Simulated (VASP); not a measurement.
# MoS2 (P6_3/mmc) in VASP: a series of runs

The runs below take MoS2 through single point, with PBE.

Program: VASP 6.6.1. These are calculated values, not measurements. Logs are shortened: lines on timing, memory, paths and dates and some standing lists are left out, and cuts for length are marked.

### 1 The cell of the first run

It takes space group P6_3/mmc (No. 194, hexagonal). The conventional cell has a = 3.104 Å, b = 3.104 Å, c = 12.072 Å, α = 90.00°, β = 90.00°, γ = 120.00°. Mo (site symmetry -6m2) has 6 S at 2.36 Å within 3.1 Å. S (site symmetry 3m) has 3 Mo at 2.36 Å and 1 S at 3.07 Å within 3.1 Å.

### 2 Single point, PBE

The input, INCAR:

```
ALGO = Normal
EDIFF = 1E-6
ENCUT = 520
GGA = PE
ISIF = 2
ISMEAR = 1
LASPH = T
LCHARG = F
LREAL = F
LWAVE = F
NBANDS = 35
NELM = 60
PREC = Accurate
SIGMA = 0.128
```

The input, KPOINTS:

```
k-points
0
Gamma
  8 8 2
```

The input, POSCAR:

```
MoS2
1.0
    3.1043083785      0.0000000000      0.0000000000
   -1.5521541893      2.6884104023      0.0000000000
    0.0000000000      0.0000000000     12.0724192038
Mo S
2 4
Direct
    0.3333333333      0.6666666667      0.2500000000
    0.6666666667      0.3333333333      0.7500000000
    0.3333333333      0.6666666667      0.6230000000
    0.6666666667      0.3333333333      0.1230000000
    0.3333333333      0.6666666667      0.8770000000
    0.6666666667      0.3333333333      0.3770000000
```

Potentials or basis: VASP PAW PBE potentials, release 64 (Mo_sv, S).

Command:

```bash
$ cat potpaw_PBE.64/Mo_sv/POTCAR potpaw_PBE.64/S/POTCAR > POTCAR
$ mpirun -np 1 vasp_std > vasp.out
```

OUTCAR:

```text
EDIFF = 1E-6
   ENCUT = 520
   GGA = PE
   ISIF = 2
   ISMEAR = 1
   LASPH = T
   LREAL = F
   NELM = 60
   PREC = Accurate

 ion  position               nearest neighbor table
   1  0.333  0.667  0.250-   4 2.36   6 2.36   4 2.36   6 2.36   4 2.36   6 2.36
   2  0.667  0.333  0.750-   3 2.36   5 2.36   3 2.36   5 2.36   3 2.36   5 2.36
   3  0.333  0.667  0.623-   2 2.36   2 2.36   2 2.36
   4  0.667  0.333  0.123-   1 2.36   1 2.36   1 2.36
   5  0.333  0.667  0.877-   2 2.36   2 2.36   2 2.36
   6  0.667  0.333  0.377-   1 2.36   1 2.36   1 2.36

  LATTYP: Found a hexagonal cell.
 ALAT       =     3.1043083785
 C/A-ratio  =     3.8889239508

  Lattice vectors:

 A1 = (   3.1043083785,   0.0000000000,   0.0000000000)
 A2 = (  -1.5521541893,   2.6884104023,   0.0000000000)
 A3 = (   0.0000000000,   0.0000000000,  12.0724192038)

Analysis of symmetry for initial positions (statically):
=====================================================================
 Subroutine PRICEL returns:
 Original cell was already a primitive cell.

 Routine SETGRP: Setting up the symmetry group for a
 hexagonal supercell.

 Subroutine GETGRP returns: Found 24 space group operations
 (whereof 12 operations were pure point group operations)
 out of a pool of 24 trial point group operations.

The static configuration has the point symmetry D_3d.
 The point group associated with its full space group is D_6h.

Analysis of symmetry for dynamics (positions and initial velocities):
=====================================================================
 Subroutine PRICEL returns:
 Original cell was already a primitive cell.

 Routine SETGRP: Setting up the symmetry group for a
 hexagonal supercell.

 Subroutine GETGRP returns: Found 24 space group operations
 (whereof 12 operations were pure point group operations)
 out of a pool of 24 trial point group operations.

The dynamic configuration has the point symmetry D_3d.
 The point group associated with its full space group is D_6h.

 Subroutine INISYM returns: Found 24 space group operations
 (whereof 12 operations are pure point group operations),
 and found     1 'primitive' translations

----------------------------------------------------------------------------------------

                                     Primitive cell

  volume of cell :     100.7522

  direct lattice vectors                    reciprocal lattice vectors
     3.104308378  0.000000000  0.000000000     0.322132945  0.185983509  0.000000000
    -1.552154189  2.688410402  0.000000000     0.000000000  0.371967018  0.000000000
     0.000000000  0.000000000 12.072419204     0.000000000  0.000000000  0.082833439

  length of vectors
     3.104308378  3.104308799 12.072419204     0.371967068  0.371967018  0.082833439

  position of ions in fractional coordinates (direct lattice)
     0.333333333  0.666666667  0.250000000
     0.666666667  0.333333333  0.750000000
     0.333333333  0.666666667  0.623000000
     0.666666667  0.333333333  0.123000000
     0.333333333  0.666666667  0.877000000
     0.666666667  0.333333333  0.377000000

  ion indices of the primitive-cell ions
   primitive index   ion index
                 1           1
                 2           2
                 3           3
                 4           4
                 5           5
                 6           6

----------------------------------------------------------------------------------------

 KPOINTS: k-points

Automatic generation of k-mesh.
 Grid dimensions read from file:
 generate k-points for:    8    8    2

 Generating k-lattice:

  Cartesian coordinates                     Fractional coordinates (reciprocal lattice)
     0.040266618  0.023247939  0.000000000     0.125000000 -0.000000000  0.000000000
     0.000000000  0.046495877  0.000000000     0.000000000  0.125000000  0.000000000
     0.000000000  0.000000000  0.041416720     0.000000000  0.000000000  0.500000000

  Length of vectors
     0.046495884  0.046495877  0.041416720

  Shift w.r.t. Gamma in fractional coordinates (k-lattice)
     0.000000000  0.000000000  0.000000000

 Subroutine IBZKPT returns following result:
 ===========================================

 Found     20 irreducible k-points:

 Following reciprocal coordinates:
            Coordinates               Weight
  0.000000  0.000000  0.000000      1.000000
  0.125000 -0.000000  0.000000      6.000000
  0.250000 -0.000000  0.000000      6.000000
  0.375000 -0.000000  0.000000      6.000000
  0.500000 -0.000000  0.000000      3.000000
  0.125000  0.125000  0.000000      6.000000
[... 12 lines left out ...]
  0.250000  0.250000  0.500000      6.000000
  0.375000  0.250000  0.500000      6.000000
   k-points           NKPTS =     20   k-points in BZ     NKDIM =     20   number of bands    NBANDS=     35
   number of dos      NEDOS =    301   number of ions     NIONS =      6
   total plane-waves  NPLWV =  51840
   dimension x,y,z NGX =    24 NGY =   24 NGZ =   90
   dimension x,y,z NGXF=    48 NGYF=   48 NGZF=  180
   ions per type =               2   4
   NGX,Y,Z   is equivalent  to a cutoff of  12.85, 12.85, 12.39 a.u.
   NGXF,Y,Z  is equivalent  to a cutoff of  25.71, 25.71, 24.79 a.u.
 SYSTEM =  unknown system
   PREC   = accura    normal or accurate (medium, high low for compatibility)
   ISTART =      0    job   : 0-new  1-cont  2-samecut
   ICHARG =      2    charge: 1-file 2-atom 10-const
   ISPIN  =      1    spin polarized calculation?
   LNONCOLLINEAR =      F non collinear calculations
   LSORBIT =      F    spin-orbit coupling
   LASPH  =      T    aspherical Exc in radial PAW
   ENCUT  =  520.0 eV  38.22 Ry    6.18 a.u.   5.77  5.77 22.45*2*pi/ulx,y,z
   NELM   =     60;   NELMIN=  2; NELMDL= -5     # of ELM steps
   EDIFF  = 0.1E-05   stopping-criterion for ELM
   LREAL  =      F    real-space projection
   EDIFFG = 0.1E-04   stopping-criterion for IOM
   NSW    =      0    number of steps for IOM
   IBRION =     -1    ionic relax: 0-MD 1-quasi-New 2-CG
   NFREE  =      0    steps in history (QN), initial steepest desc. (CG)
   ISIF   =      2    stress and relaxation
   ISYM   =      2    0-nonsym 1-usesym 2-fastsym
   POTIM  = 0.5000    time-step for ionic-motion
   TEBEG  =    0.0;   TEEND  =   0.0 temperature during run
   PSTRESS=    0.0 pullay stress
   NELECT =      52.0000    total number of electrons
   NUPDOWN=      -1.0000    fix difference up-down
   EMIN   =  10.00;   EMAX   =-10.00  energy-range for DOS
   EFERMI =   0.00;   METHOD = LEGACY
   ISMEAR =     1;   SIGMA  =   0.13  broadening in eV -4-tet -1-fermi 0-gaus
   EFERMI_NEDOS =   21; number of points for ismear=-14 and -15
   IALGO  =     38    algorithm
   IMIX   =      4    mixing-type and parameters
     AMIX     =   0.40;   BMIX     =  1.00
     AMIX_MAG =   1.60;   BMIX_MAG =  1.00
  volume/ion in A,a.u.               =      16.79       113.32
  Fermi-wavevector in a.u.,A,eV,Ry     =   1.313180  2.481551 23.462466  1.724443
  Thomas-Fermi vector in A             =   2.443521
   LORBIT       =      0    0 simple, 1 ext, 2 COOP (PROOUT), +10 PAW based schemes
   GGA     = PE    functional components
   LHFCALC =     F    Hartree Fock is set to
   AEXX    =    0.0000 exact exchange contribution
   IVDW    =     0    specifies the selected vdW correction
   LEPSILON=     F    determine dielectric tensor
   LRPA    =     F    only Hartree local field effects (RPA)
 non-spin polarized calculation
 Methfessel and Paxton  Order N= 1 SIGMA  =   0.13
  energy-cutoff  :      520.00
  volume of cell :      100.75
 maximum number of plane-waves:      2744
 NGX is ok and might be reduce to    24
   NGX = 11   NGY = 11   NGZ = 45

 number of electron      52.0000004 magnetization

 Free energy of the ion-electron system (eV)
  ---------------------------------------------------
  ext. energy  EPLUGINS =         0.00000000
  ---------------------------------------------------
  free energy    TOTEN  =       -43.33253935 eV

  energy without entropy =      -43.33259757  energy(sigma->0) =      -43.33255876

 E-fermi :   8.4773     XC(G=0): -11.1266

 val. band max:        8.3695505933   @ k =   0.0000   0.0000   0.0000
 cond. band min:       9.3147231829   @ k =   0.2500   0.1250   0.0000
 fundamental gap:      0.9451725895
 Fermi energy:         8.4772840464

 k-point     1 :       0.0000    0.0000    0.0000
  band No.  band energies     occupation
      1     -53.1538      2.00000
      2     -53.1538      2.00000
      3     -27.3683      2.00000
      4     -27.3682      2.00000
      5     -27.0729      2.00000
      6     -27.0729      2.00000
[... 27 lines left out ...]
     34      10.9981     -0.00000
     35      14.1533      0.00000

 k-point     2 :       0.1250   -0.0000    0.0000
  band No.  band energies     occupation
      1     -53.1460      2.00000
      2     -53.1460      2.00000
      3     -27.3534      2.00000
      4     -27.3533      2.00000
      5     -27.1471      2.00000
      6     -27.1471      2.00000
[... 27 lines left out ...]
     34      11.0448      0.00000
     35      15.2257      0.00000

 k-point     3 :       0.2500   -0.0000    0.0000
  band No.  band energies     occupation
      1     -53.1272      2.00000
      2     -53.1272      2.00000
      3     -27.3229      2.00000
      4     -27.3228      2.00000
      5     -27.3171      2.00000
      6     -27.3170      2.00000
[... 27 lines left out ...]
     34      11.8408      0.00000
     35      16.0625      0.00000
[... 571 lines left out ...]
 k-point    19 :       0.2500    0.2500    0.5000
  band No.  band energies     occupation
      1     -53.1005      2.00000
      2     -53.1005      2.00000
      3     -27.4739      2.00000
      4     -27.4739      2.00000
      5     -27.2796      2.00000
      6     -27.2796      2.00000
[... 27 lines left out ...]
     34      12.6564      0.00000
     35      15.4905      0.00000

 k-point    20 :       0.3750    0.2500    0.5000
  band No.  band energies     occupation
      1     -53.0949      2.00000
      2     -53.0949      2.00000
      3     -27.4799      2.00000
      4     -27.4799      2.00000
      5     -27.3359      2.00000
      6     -27.3359      2.00000
[... 27 lines left out ...]
     34      12.7898      0.00000
     35      14.9981      0.00000

------------------------ aborting loop because EDIFF is reached ----------------------------------------

  FORCE on cell =-STRESS in cart. coord.  units (eV):
  Direction    XX          YY          ZZ          XY          YZ          ZX
  --------------------------------------------------------------------------------------
  -------------------------------------------------------------------------------------
  Total        7.5915218      7.5915245      8.5400202     -0.0000000     -0.0000000      0.0000000
  in kB      120.7215192    120.7215628    135.8046840     -0.0000000     -0.0000000      0.0000000
  external PRESSURE =     125.7492553 kB  Pullay stress =       0.0000000 kB

 VOLUME and BASIS-vectors are now :
 -----------------------------------------------------------------------------
  energy-cutoff  :      520.00
  volume of cell :      100.75
      direct lattice vectors                 reciprocal lattice vectors
     3.104308378  0.000000000  0.000000000     0.322132945  0.185983509  0.000000000
    -1.552154189  2.688410402  0.000000000     0.000000000  0.371967018  0.000000000
     0.000000000  0.000000000 12.072419204     0.000000000  0.000000000  0.082833439

 POSITION                                       TOTAL-FORCE (eV/Angst)
 -----------------------------------------------------------------------------------
     -0.00000      1.79227      3.01810         0.000000      0.000000      0.000000
      1.55215      0.89614      9.05431         0.000000     -0.000000      0.000000
     -0.00000      1.79227      7.52112        -0.000000     -0.000000     -0.988344
      1.55215      0.89614      1.48491         0.000000      0.000000     -0.988344
     -0.00000      1.79227     10.58751        -0.000000     -0.000000      0.988344
      1.55215      0.89614      4.55130         0.000000      0.000000      0.988344
 -----------------------------------------------------------------------------------
    total drift:                               -0.000000      0.000000     -0.000000

  FREE ENERGIE OF THE ION-ELECTRON SYSTEM (eV)
  ---------------------------------------------------
  free  energy   TOTEN  =       -43.3325393532 eV

  energy  without entropy=      -43.3325975728  energy(sigma->0) =      -43.33255876
```

Wall time 53 s (1 thread of Intel Xeon Platinum 8175M at 2.50GHz (Skylake/Cascade Lake), shared host); peak memory 0.24 GiB.

What came out:

| Item | Value |
| --- | --- |
| Free energy | -43.3325 eV |
| Pressure | 12.6 GPa |
| Largest force | 0.988 eV/Å |
| Band gap on the k mesh | 0.95 eV, indirect (least direct gap 2.10 eV) |

Forces on the atoms (eV/Å):
```
Mo   0.000  0.000  0.000
Mo   0.000  0.000  0.000
S    0.000  0.000 -0.988
S    0.000  0.000 -0.988
S    0.000  0.000  0.988
S    0.000  0.000  0.988
```

Levels at points of the mesh, in eV from the valence-band top:
```
           k point  band 22  band 23  band 24  band 25  band 26  band 27  band 28  band 29  band 30  band 31
(0.00, 0.00, 0.00)    -2.31    -2.31    -1.36    -1.24     0.00     2.19     2.19     2.22     2.22     2.43
(0.50, 0.00, 0.00)    -2.64    -1.82    -1.60    -1.55    -1.42     1.71     1.76     2.12     2.43     2.97
(0.00, 0.00, 0.50)    -2.33    -2.33    -2.33    -0.31    -0.31     2.20     2.20     2.20     2.20     2.54
(0.50, 0.00, 0.50)    -2.80    -1.71    -1.71    -1.48    -1.48     1.73     1.73     2.29     2.29     3.34
```

Caveat: this functional lacks dispersion, which binds the layers, so the pressure and a relaxed spacing across them are unreliable.

### 3 Single point, PBE

This run uses another cell than the first one, of 17.15 Å³/atom, 1.021 times its volume.

The input, INCAR:

```
ALGO = Normal ; EDIFF = 1E-7
ENCUT = 520 ; GGA = PE
ISIF = 2 ; ISMEAR = 1
LASPH = T ; LCHARG = T
LELF = T ; LREAL = F
LVHAR = T ; LWAVE = F
NBANDS = 35 ; NELM = 60
PREC = Accurate ; SIGMA = 0.131
```

KPOINTS is that of step 2.

POSCAR, as its differences from that of step 2:

```diff
@@ -2,5 +2,5 @@
 1.0
-    3.1043083785      0.0000000000      0.0000000000
-   -1.5521541893      2.6884104023      0.0000000000
-    0.0000000000      0.0000000000     12.0724192038
+    3.1261704254      0.0000000000      0.0000000000
+   -1.5630852127      2.7073434937      0.0000000000
+    0.0000000000      0.0000000000     12.1574390416
 Mo S
```

Potentials or basis: VASP PAW PBE potentials, release 64 (Mo_sv, S).

Command:

```bash
$ cat potpaw_PBE.64/Mo_sv/POTCAR potpaw_PBE.64/S/POTCAR > POTCAR
$ mpirun -np 1 vasp_std > vasp.out
```

Wall time 68 s (1 thread of Intel Xeon Platinum 8175M at 2.50GHz (Skylake/Cascade Lake), shared host); peak memory 0.24 GiB.

Results (log left out):

```
Free energy            : -43.4748 eV
Pressure               : 8.6 GPa
Largest force          : 0.605 eV/Å
Band gap on the k mesh : 0.96 eV, indirect (least direct gap 2.04 eV)
```

Forces in eV/Å, atoms in the order of the input:
```
Mo   0.000  0.000  0.000
Mo   0.000  0.000  0.000
S    0.000  0.000 -0.605
S    0.000  0.000 -0.605
S    0.000  0.000  0.605
S    0.000  0.000  0.605
```

Stress tensor (GPa, compression positive):
```
8.25 0.00 0.00
0.00 8.25 0.00
0.00 0.00 9.35
```

Levels at points of the mesh, in eV from the valence-band top:
```tsv
k point	band 22	band 23	band 24	band 25	band 26	band 27	band 28	band 29	band 30	band 31
(0.00, 0.00, 0.00)	-2.24	-2.24	-1.28	-1.22	0.00	2.16	2.16	2.19	2.19	2.37
(0.50, 0.00, 0.00)	-2.59	-1.79	-1.57	-1.50	-1.37	1.68	1.73	2.08	2.38	2.94
(0.00, 0.00, 0.50)	-2.26	-2.26	-2.26	-0.29	-0.29	2.17	2.17	2.17	2.17	2.48
(0.50, 0.00, 0.50)	-2.74	-1.68	-1.68	-1.42	-1.42	1.70	1.70	2.24	2.24	3.31
```

Caveat: this functional lacks dispersion, which binds the layers, so the pressure and a relaxed spacing across them are unreliable. A k mesh can miss the band edges.
